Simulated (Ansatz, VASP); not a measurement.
Two plane-wave programs on Ag

```xyz
2
Lattice="2.8097 0.0000 0.0000 -1.4049 2.4333 0.0000 0.0000 0.0000 4.6907" Properties=species:S:1:pos:R:3 pbc="T T T"
Ag    0.0000    1.6222    1.1727
Ag    1.4049    0.8111    3.5180
```

Change from the starting cell: strain -0.0200 x Voigt [1, 1, 0, 0, 0, 0], atoms carried along.

Alike in both runs: task single point; functional PBEsol; k mesh 24 × 24 × 14; occupations gaussian, width 0.15 eV; no spin polarisation.

|  | VASP | Ansatz |
| --- | --- | --- |
| version | VASP 6.6.1 | Ansatz 0.2.0 |
| potentials or method | VASP PAW PBE potentials, release 64 (Ag), cutoff 520 eV | scalar-relativistic, plane waves, PAW |
| valence electrons in the cell | 22 | 38 |

VASP gave:

- gap on the k mesh at the Fermi level (eV): none
- pressure (GPa): 5.0
- traceless stress, the component that is largest in VASP (GPa): -1.62

Task: What did Ansatz give for the same quantities?

Result: gap on the k mesh at the Fermi level (eV): none; pressure (GPa): 5.3; traceless stress, the component that is largest in VASP (GPa): -1.63.

VASP's potentials were made for PBE, not for PBEsol. A gap of «none» marks a metal or a gap that the smearing closes. VASP's potentials hold 22 valence electrons a cell and Ansatz's 38, so a difference there can come from the potentials and not from the codes.
